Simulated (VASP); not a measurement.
Input of a VASP 6.6.1 run:

File INCAR:

```
PREC = Accurate
ENCUT = 500
EDIFF = 1E-6
ISMEAR = 0
SIGMA = 0.01
LREAL = F
LASPH = T
NELM = 120
ALGO = Normal
ISIF = 2
LWAVE = F
LCHARG = T
GGA = PE
LELF = T
LVHAR = T
NBANDS = 26
GGA_COMPAT = F
```

Contents of KPOINTS:

```
regular mesh
0
Gamma
  6 6 4
```

File POSCAR:

```
AgI
1.0
    4.6508717532      0.0000000000      0.0000000000
   -2.3254358766      4.0277730880      0.0000000000
    0.0000000000      0.0000000000      7.5992966930
Ag I
2 2
Direct
    0.3333333333      0.6666666667      0.0000048562
    0.6666666667      0.3333333333      0.5000048562
    0.3333333333      0.6666666667      0.3749951438
    0.6666666667      0.3333333333      0.8749951438
```

Potentials or basis: VASP PAW PBE potentials, release 64 (Ag, I).

Launch:

```sh
$ cat potpaw_PBE.64/Ag/POTCAR potpaw_PBE.64/I/POTCAR > POTCAR
$ mpirun -np 1 vasp_std > vasp.out
```

(1) Estimate the pressure.

(2) Predict the band gap on the k mesh.

Results:

(1) 0.6 GPa.

(2) 1.37 eV.

Caveat: spin-orbit coupling is left out, which moves the levels of the heavy elements.
